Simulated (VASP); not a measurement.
Wanted: the native input for a VASP 6.6.1 run.

| Property | Result |
| --- | --- |
| Task | single point |
| Functional | PBE |
| Potentials or basis | VASP PAW PBE potentials, release 64 (Ca_sv, O) |
| Cutoff | 520 eV |
| k mesh | 2 × 2 × 2, shifted |
| Occupations | fermi-dirac, width 0.1551 eV |
| Spin | no spin polarisation |
| Dipole correction | no |
| Further INCAR settings | LREAL = Auto; ALGO = Normal; EDIFF = 1e-06; NBANDS = 78 |

The structure of CaO lies in POSCAR:

```
CaO
1.0
   -4.6211370000      4.6211370000      0.0000000000
   -4.6211370000      0.0000000000      4.6211370000
    0.0000000000      4.6211370000      4.6211370000
Ca O
8 8
Direct
    0.0367198592     -0.0263537956      0.0053968320
    0.5166056535     -0.0338504355     -0.0112945147
   -0.0232372466      0.4823110633      0.0168511559
    0.0032417347     -0.0195041826      0.4881234856
    0.5063418375      0.5198376503     -0.0450629358
    0.4801461199     -0.0180607067      0.5063916088
    0.0041039684      0.4699761119      0.4849105318
    0.4735519635      0.5133986506      0.4854068382
    0.7776631595      0.7516230313      0.6752204057
    0.2448019827      0.7641927733      0.7257524501
    0.7967793424      0.1945414083      0.7418110521
    0.7562914711      0.7039456956      0.2611304318
    0.2608712964      0.2525512661      0.7576178763
    0.2482619537      0.7657651137      0.2124898050
    0.7830854182      0.2135212611      0.2314268112
    0.2960922821      0.2326050926      0.2375337498
```

This cell differs from its parent crystal: dynamics (npt langevin) at 1800 K, volume x 1.06, from the last frame before.

These files were run (other wordings do the same):

INCAR

```
SYSTEM = CaO
ALGO = Normal
EDIFF = 1E-6
ENCUT = 520
GGA = PE
ISIF = 2
ISMEAR = -1
LASPH = .True.
LCHARG = .False.
LREAL = Auto
LWAVE = .False.
NBANDS = 78
NELM = 60
PREC = Accurate
SIGMA = 0.1551
```

KPOINTS

```
Automatic mesh
0
Gamma
  2 2 2
  0.5 0.5 0.5
```

Potentials or basis: VASP PAW PBE potentials, release 64 (Ca_sv, O).

Run with:

```console
$ cat potpaw_PBE.64/Ca_sv/POTCAR potpaw_PBE.64/O/POTCAR > POTCAR
$ mpirun -np 1 vasp_std > vasp.out
```

It gave:

```
Pressure               : 25.1 GPa
Largest force          : 5.493 eV/Å
Band gap on the k mesh : 4.05 eV (least direct gap 4.05 eV)
```

Caveat: the k points lie up to 0.59 Å⁻¹ apart; the atoms stand as in a frame of molecular dynamics; a shifted mesh leaves out Γ, where band edges can lie; forces of over 1 eV/Å act on the atoms, so gaps and moduli don't describe the material at rest.

Wall time 17 min on 1 thread of Intel(R) Xeon(R) Platinum 8259CL CPU @ 2.50GHz (Skylake/Cascade Lake), with other jobs on the host, peak memory 0.43 GiB.
